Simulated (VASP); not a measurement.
# PbO2 (P4_2/nmc) in VASP: further runs

PbO2 is run at these levels: r2SCAN; tasks: single point.

All numbers are computed with VASP 6.6.1; they aren't measurements. Logs are shortened: lines on timing, memory, paths and dates and some standing lists are left out, and cuts for length are marked.

## Step 1: The cell of the first run

Symmetry: P4_2/nmc, No. 137, tetragonal system. The conventional cell has a = 3.381 Å, b = 3.381 Å, c = 4.908 Å, α = 90.00°, β = 90.00°, γ = 90.00°. Within 2.6 Å of Pb (site symmetry -4m2) lie 8 O at 1.95 to 2.25 Å. Within 2.6 Å of O (site symmetry 2mm) lie 4 Pb at 1.95 to 2.25 Å and 6 O at 2.45 Å.

## Step 2: Single point, r2SCAN

The input, POSCAR:

```
PbO2
1.0
    3.3809180342      0.0000000000      0.0000000000
    0.0000000000      3.3809180342      0.0000000000
    0.0000000000      0.0000000000      4.9079714714
Pb O
2 4
Direct
    0.0000000000      0.0000000000      0.0000000000
    0.5000000000      0.5000000000      0.5000000000
    0.0000000000      0.5000000000      0.3032141976
    0.0000000000      0.5000000000      0.8032141976
    0.5000000000      0.0000000000      0.6967858024
    0.5000000000      0.0000000000      0.1967858024
```

The input, INCAR.step1:

```
SYSTEM = PbO2
  PREC = Accurate
  ENCUT = 520
  ISMEAR = 0
  SIGMA = 0.1
  LREAL = .False.
  LASPH = .True.
  NELM = 60
  NBANDS = 35
  GGA = PE
  ALGO = Normal
  EDIFF = 1E-4
  LWAVE = .True.
  LCHARG = .False.
```

The input, INCAR.step2:

```
SYSTEM = PbO2
  PREC = Accurate
  ENCUT = 520
  EDIFF = 1E-7
  ISMEAR = 0
  SIGMA = 0.1
  LREAL = .False.
  LASPH = .True.
  NELM = 60
  ALGO = Normal
  ISIF = 2
  LWAVE = .False.
  LCHARG = .False.
  METAGGA = R2SCAN
  LMIXTAU = .True.
  NBANDS = 35
  ISTART = 1
```

The input, KPOINTS:

```
regular mesh
0
Gamma
  6 6 4
  0 0 0
```

Potentials or basis: VASP PAW PBE potentials, release 64 (Pb_d, O).

Run with:

```bash
cat potpaw_PBE.64/Pb_d/POTCAR potpaw_PBE.64/O/POTCAR > POTCAR
cp INCAR.step1 INCAR
mpirun -np 1 vasp_std > vasp.out
cp INCAR.step2 INCAR
mpirun -np 1 vasp_std > vasp.out
```

OUTCAR:

```text
SYSTEM = PbO2
   PREC = Accurate
   ENCUT = 520
   EDIFF = 1E-7
   ISMEAR = 0
   LREAL = .False.
   LASPH = .True.
   NELM = 60
   ISIF = 2
   METAGGA = R2SCAN
   ISTART = 1

 ion  position               nearest neighbor table
   1  0.000  0.000  0.000-   4 1.95   6 1.95   4 1.95   6 1.95   3 2.25   5 2.25   5 2.25   3 2.25
                             2 3.43   2 3.43   2 3.43   2 3.43   2 3.43   2 3.43   2 3.43   2 3.43
   2  0.500  0.500  0.500-   3 1.95   5 1.95   5 1.95   3 1.95   4 2.25   6 2.25   6 2.25   4 2.25
                             1 3.43   1 3.43   1 3.43   1 3.43   1 3.43   1 3.43   1 3.43   1 3.43
   3  0.000  0.500  0.303-   2 1.95   2 1.95   1 2.25   1 2.25
   4  0.000  0.500  0.803-   1 1.95   1 1.95   2 2.25   2 2.25
   5  0.500  0.000  0.697-   2 1.95   2 1.95   1 2.25   1 2.25
   6  0.500  0.000  0.197-   1 1.95   1 1.95   2 2.25   2 2.25

  LATTYP: Found a simple tetragonal cell.
 ALAT       =     3.3809180342
 C/A-ratio  =     1.4516682811

  Lattice vectors:

 A1 = (   3.3809180342,   0.0000000000,   0.0000000000)
 A2 = (   0.0000000000,   3.3809180342,   0.0000000000)
 A3 = (   0.0000000000,   0.0000000000,   4.9079714714)

Analysis of symmetry for initial positions (statically):
=====================================================================
 Subroutine PRICEL returns:
 Original cell was already a primitive cell.

 Routine SETGRP: Setting up the symmetry group for a
 simple tetragonal supercell.

 Subroutine GETGRP returns: Found 16 space group operations
 (whereof  8 operations were pure point group operations)
 out of a pool of 16 trial point group operations.

The static configuration has the point symmetry D_2d.
 The point group associated with its full space group is D_4h.

Analysis of symmetry for dynamics (positions and initial velocities):
=====================================================================
 Subroutine PRICEL returns:
 Original cell was already a primitive cell.

 Routine SETGRP: Setting up the symmetry group for a
 simple tetragonal supercell.

 Subroutine GETGRP returns: Found 16 space group operations
 (whereof  8 operations were pure point group operations)
 out of a pool of 16 trial point group operations.

The dynamic configuration has the point symmetry D_2d.
 The point group associated with its full space group is D_4h.

 Subroutine INISYM returns: Found 16 space group operations
 (whereof  8 operations are pure point group operations),
 and found     1 'primitive' translations

----------------------------------------------------------------------------------------

                                     Primitive cell

  volume of cell :      56.1011

  direct lattice vectors                    reciprocal lattice vectors
     3.380918034  0.000000000  0.000000000     0.295777653  0.000000000  0.000000000
     0.000000000  3.380918034  0.000000000     0.000000000  0.295777653  0.000000000
     0.000000000  0.000000000  4.907971471     0.000000000  0.000000000  0.203750166

  length of vectors
     3.380918034  3.380918034  4.907971471     0.295777653  0.295777653  0.203750166

  position of ions in fractional coordinates (direct lattice)
     0.000000000  0.000000000  0.000000000
     0.500000000  0.500000000  0.500000000
     0.000000000  0.500000000  0.303214198
     0.000000000  0.500000000  0.803214198
     0.500000000  0.000000000  0.696785802
     0.500000000  0.000000000  0.196785802

  ion indices of the primitive-cell ions
   primitive index   ion index
                 1           1
                 2           2
                 3           3
                 4           4
                 5           5
                 6           6

----------------------------------------------------------------------------------------

 KPOINTS: regular mesh

Automatic generation of k-mesh.
 Grid dimensions read from file:
 generate k-points for:    6    6    4

 Generating k-lattice:

  Cartesian coordinates                     Fractional coordinates (reciprocal lattice)
     0.049296275  0.000000000  0.000000000     0.166666667  0.000000000  0.000000000
     0.000000000  0.049296275  0.000000000     0.000000000  0.166666667  0.000000000
     0.000000000  0.000000000  0.050937541     0.000000000  0.000000000  0.250000000

  Length of vectors
     0.049296275  0.049296275  0.050937541

  Shift w.r.t. Gamma in fractional coordinates (k-lattice)
     0.000000000  0.000000000  0.000000000

 Subroutine IBZKPT returns following result:
 ===========================================

 Found     30 irreducible k-points:

 Following reciprocal coordinates:
            Coordinates               Weight
  0.000000  0.000000  0.000000      1.000000
  0.166667  0.000000  0.000000      4.000000
  0.333333  0.000000  0.000000      4.000000
  0.500000  0.000000  0.000000      2.000000
  0.166667  0.166667  0.000000      4.000000
  0.333333  0.166667  0.000000      8.000000
[... 16 lines left out ...]
  0.333333  0.000000  0.500000      4.000000
  0.500000  0.000000  0.500000      2.000000
 [... further k-points ...]
   k-points           NKPTS =     30   k-points in BZ     NKDIM =     30   number of bands    NBANDS=     35
   number of dos      NEDOS =    301   number of ions     NIONS =      6
   total plane-waves  NPLWV =  31360
   dimension x,y,z NGX =    28 NGY =   28 NGZ =   40
   dimension x,y,z NGXF=    56 NGYF=   56 NGZF=   80
   ions per type =               2   4
   NGX,Y,Z   is equivalent  to a cutoff of  13.77, 13.77, 13.55 a.u.
   NGXF,Y,Z  is equivalent  to a cutoff of  27.54, 27.54, 27.10 a.u.
 SYSTEM =  PbO2
   PREC   = accura    normal or accurate (medium, high low for compatibility)
   ISTART =      1    job   : 0-new  1-cont  2-samecut
   ICHARG =      0    charge: 1-file 2-atom 10-const
   ISPIN  =      1    spin polarized calculation?
   LNONCOLLINEAR =      F non collinear calculations
   LSORBIT =      F    spin-orbit coupling
   LASPH  =      T    aspherical Exc in radial PAW
   ENCUT  =  520.0 eV  38.22 Ry    6.18 a.u.   6.29  6.29  9.13*2*pi/ulx,y,z
   NELM   =     60;   NELMIN=  2; NELMDL=  0     # of ELM steps
   EDIFF  = 0.1E-06   stopping-criterion for ELM
   LREAL  =      F    real-space projection
   EDIFFG = 0.1E-05   stopping-criterion for IOM
   NSW    =      0    number of steps for IOM
   IBRION =     -1    ionic relax: 0-MD 1-quasi-New 2-CG
   NFREE  =      0    steps in history (QN), initial steepest desc. (CG)
   ISIF   =      2    stress and relaxation
   ISYM   =      2    0-nonsym 1-usesym 2-fastsym
   POTIM  = 0.5000    time-step for ionic-motion
   TEBEG  =    0.0;   TEEND  =   0.0 temperature during run
   PSTRESS=    0.0 pullay stress
   NELECT =      52.0000    total number of electrons
   NUPDOWN=      -1.0000    fix difference up-down
   EMIN   =  10.00;   EMAX   =-10.00  energy-range for DOS
   EFERMI =   0.00;   METHOD = LEGACY
   ISMEAR =     0;   SIGMA  =   0.10  broadening in eV -4-tet -1-fermi 0-gaus
   EFERMI_NEDOS =   21; number of points for ismear=-14 and -15
   IALGO  =     38    algorithm
   IMIX   =      4    mixing-type and parameters
     AMIX     =   0.40;   BMIX     =  1.00
     AMIX_MAG =   1.60;   BMIX_MAG =  1.00
  volume/ion in A,a.u.               =       9.35        63.10
  Fermi-wavevector in a.u.,A,eV,Ry     =   1.596193  3.016368 34.665377  2.547833
  Thomas-Fermi vector in A             =   2.693994
   LORBIT       =      0    0 simple, 1 ext, 2 COOP (PROOUT), +10 PAW based schemes
   METAGGA = R2SCAN    functional components
   LHFCALC =     F    Hartree Fock is set to
   AEXX    =    0.0000 exact exchange contribution
   IVDW    =     0    specifies the selected vdW correction
   LEPSILON=     F    determine dielectric tensor
   LRPA    =     F    only Hartree local field effects (RPA)
 non-spin polarized calculation
 Gauss-broadening in eV      SIGMA  =   0.10
  energy-cutoff  :      520.00
  volume of cell :       56.10
 maximum number of plane-waves:      1528
 NGX is ok and might be reduce to    28
   NGX = 13   NGY = 13   NGZ = 19

 number of electron      51.9999992 magnetization

 Free energy of the ion-electron system (eV)
  ---------------------------------------------------
  ext. energy  EPLUGINS =         0.00000000
  ---------------------------------------------------
  free energy    TOTEN  =      -136.38863888 eV

  energy without entropy =     -136.38863888  energy(sigma->0) =     -136.38863888

 E-fermi :  10.3941     XC(G=0): -14.0124

 val. band max:        9.9779255759   @ k =   0.5000   0.5000   0.5000
 cond. band min:      11.7748701505   @ k =   0.0000   0.0000   0.0000
 fundamental gap:      1.7969445746
 Fermi energy:        10.3941262464

 k-point     1 :       0.0000    0.0000    0.0000
  band No.  band energies     occupation
      1     -12.6784      2.00000
      2     -11.0339      2.00000
      3     -10.6238      2.00000
      4      -8.7328      2.00000
      5      -6.7157      2.00000
      6      -6.7157      2.00000
[... 27 lines left out ...]
     34      24.3153      0.00000
     35      26.6237      0.00000

 k-point     2 :       0.1667    0.0000    0.0000
  band No.  band energies     occupation
      1     -12.4351      2.00000
      2     -10.9705      2.00000
      3     -10.6355      2.00000
      4      -9.1534      2.00000
      5      -6.6543      2.00000
      6      -6.4620      2.00000
[... 27 lines left out ...]
     34      25.3450      0.00000
     35      26.5418      0.00000

 k-point     3 :       0.3333    0.0000    0.0000
  band No.  band energies     occupation
      1     -11.8271      2.00000
      2     -10.9309      2.00000
      3     -10.5927      2.00000
      4      -9.8464      2.00000
      5      -6.4908      2.00000
      6      -6.3298      2.00000
[... 27 lines left out ...]
     34      24.4886      0.00000
     35      25.5417      0.00000
[... 723 lines left out ...]
 k-point    23 :       0.3333    0.0000    0.5000
  band No.  band energies     occupation
      1     -11.4668      2.00000
      2     -11.3596      2.00000
      3     -10.2804      2.00000
      4     -10.0529      2.00000
      5      -6.4749      2.00000
      6      -6.4158      2.00000
[... 27 lines left out ...]
     34      24.1013      0.00000
     35      26.5533      0.00000

 k-point    24 :       0.5000    0.0000    0.5000
  band No.  band energies     occupation
      1     -11.3565      2.00000
      2     -11.3565      2.00000
      3     -10.0644      2.00000
      4     -10.0644      2.00000
      5      -6.4165      2.00000
      6      -6.4165      2.00000
[... 27 lines left out ...]
     34      24.2414      0.00000
     35      27.2927      0.00000

 [... further k-points ...]
[... 5 lines left out ...]
  --------------------------------------------------------------------------------------
  -------------------------------------------------------------------------------------
  Total       40.1740366     40.1740366     38.0474695      0.0000000      0.0000000      0.0000000
  in kB     1147.3204644   1147.3204644   1086.5883554      0.0000000      0.0000000      0.0000000
  external PRESSURE =    1127.0764281 kB  Pullay stress =       0.0000000 kB

 VOLUME and BASIS-vectors are now :
 -----------------------------------------------------------------------------
  energy-cutoff  :      520.00
  volume of cell :       56.10
      direct lattice vectors                 reciprocal lattice vectors
     3.380918034  0.000000000  0.000000000     0.295777653  0.000000000  0.000000000
     0.000000000  3.380918034  0.000000000     0.000000000  0.295777653  0.000000000
     0.000000000  0.000000000  4.907971471     0.000000000  0.000000000  0.203750166

 POSITION                                       TOTAL-FORCE (eV/Angst)
 -----------------------------------------------------------------------------------
      0.00000      0.00000      0.00000        -0.000000     -0.000000      0.000000
      1.69046      1.69046      2.45399         0.000000      0.000000      0.000000
      0.00000      1.69046      1.48817        -0.000000      0.000000     -1.575774
      0.00000      1.69046      3.94215         0.000000      0.000000     -1.575774
      1.69046      0.00000      3.41980        -0.000000      0.000000      1.575774
      1.69046      0.00000      0.96582         0.000000      0.000000      1.575774
 -----------------------------------------------------------------------------------
    total drift:                                0.000000      0.000000      0.000000

  FREE ENERGIE OF THE ION-ELECTRON SYSTEM (eV)
  ---------------------------------------------------
  free  energy   TOTEN  =      -136.3886388840 eV

  energy  without entropy=     -136.3886388839  energy(sigma->0) =     -136.38863888
```

Wall time 4.3 min (1 thread of Intel Xeon Platinum 8259CL at 2.50GHz (Skylake/Cascade Lake), shared host); peak memory 0.2 GiB.

What came out:

```yaml
Free_energy: -136.3886 eV
Pressure: 112.7 GPa
Largest_force: 1.576 eV/Å
Band_gap_on_the_k_mesh: 1.80 eV, indirect (least direct gap 2.56 eV)
```

Forces in eV/Å, atoms in the order of the input:
```
Pb   0.000  0.000  0.000
Pb   0.000  0.000  0.000
O    0.000  0.000 -1.576
O    0.000  0.000 -1.576
O    0.000  0.000  1.576
O    0.000  0.000  1.576
```

Caveat: the PAW data sets were made with another functional, which shifts forces and pressure a little; spin-orbit coupling is left out, which moves the levels of the heavy elements. A k mesh can miss the band edges.

## Step 3: Single point, r2SCAN

This run uses another cell than the first one, of 13.05 Å³/atom, 1.396 times its volume.

The input, POSCAR:

```
PbO2
1.0
    3.7238131804      0.0000000000      0.0000000000
    0.0000000000      3.7238131804      0.0000000000
    0.0000000000      0.0000000000      5.6461603135
Pb O
2 4
Direct
    0.0000000000      0.0000000000      0.0000000000
    0.5000000000      0.5000000000      0.5000000000
    0.0000000000      0.5000000000      0.3150730551
    0.0000000000      0.5000000000      0.8150730551
    0.5000000000      0.0000000000      0.6849269449
    0.5000000000      0.0000000000      0.1849269449
```

The input, INCAR.step1:

```
SYSTEM = PbO2
ALGO = Normal
EDIFF = 1E-4
ENCUT = 520
GGA = PE
ISMEAR = 0
LASPH = .TRUE.
LCHARG = .FALSE.
LREAL = .FALSE.
LWAVE = .TRUE.
NBANDS = 35
NELM = 80
PREC = Accurate
SIGMA = 0.1
```

The input, INCAR.step2:

```
SYSTEM = PbO2
ALGO = Normal
EDIFF = 1E-6
ENCUT = 520
ISIF = 2
ISMEAR = 0
ISTART = 1
LASPH = .TRUE.
LCHARG = .FALSE.
LMIXTAU = .TRUE.
LREAL = .FALSE.
LWAVE = .FALSE.
METAGGA = R2SCAN
NBANDS = 35
NELM = 80
PREC = Accurate
SIGMA = 0.1
```

The input, KPOINTS:

```
k-points
0
G
  10 10 6
  0 0 0
```

Potentials or basis: VASP PAW PBE potentials, release 64 (Pb_d, O).

Run with:

```bash
cat potpaw_PBE.64/Pb_d/POTCAR potpaw_PBE.64/O/POTCAR > POTCAR
cp INCAR.step1 INCAR
mpirun -np 1 vasp_std > vasp.out
cp INCAR.step2 INCAR
mpirun -np 1 vasp_std > vasp.out
```

Run time: 11 min. Hardware: 1 thread of Intel Xeon Platinum 8259CL at 2.50GHz (Skylake/Cascade Lake), shared host; peak memory 0.31 GiB.

The run converged. Its results:

- Free energy: -141.9504 eV
- Pressure: 0.9 GPa
- Largest force: 0.049 eV/Å
- Band gap on the k mesh: zero (band 26 reaches 4.90 eV, above the bottom of band 27 at 4.84 eV)

Forces on the atoms (eV/Å):
```
Pb   0.000  0.000  0.000
Pb   0.000  0.000  0.000
O    0.000  0.000 -0.049
O    0.000  0.000 -0.049
O    0.000  0.000  0.049
O    0.000  0.000  0.049
```

Stress tensor (GPa, compression positive):
```
1.00 0.00 0.00
0.00 1.00 0.00
0.00 0.00 0.80
```

Levels at points of the mesh, in eV from the Fermi level:
```csv
k point,band 23,band 24,band 25,band 26,band 27,band 28,band 29,band 30
"(0.00, 0.00, 0.00)",-1.46,-0.69,-0.31,-0.31,-0.14,2.80,7.59,8.01
"(0.50, 0.00, 0.00)",-1.01,-1.01,-0.63,-0.63,3.00,3.00,7.90,7.90
"(0.50, 0.50, 0.00)",-0.50,-0.50,-0.08,-0.08,3.89,3.89,7.49,7.49
"(0.00, 0.00, 0.50)",-0.83,-0.83,-0.28,-0.28,1.96,1.96,6.80,6.80
"(0.50, 0.00, 0.50)",-1.11,-1.11,-1.05,-1.05,3.26,3.26,8.26,8.26
"(0.50, 0.50, 0.50)",-0.59,-0.59,-0.23,-0.23,4.08,4.08,9.70,9.70
```

Caveat: the PAW data sets were made with another functional, which shifts forces and pressure a little; spin-orbit coupling is left out, which moves the levels of the heavy elements.
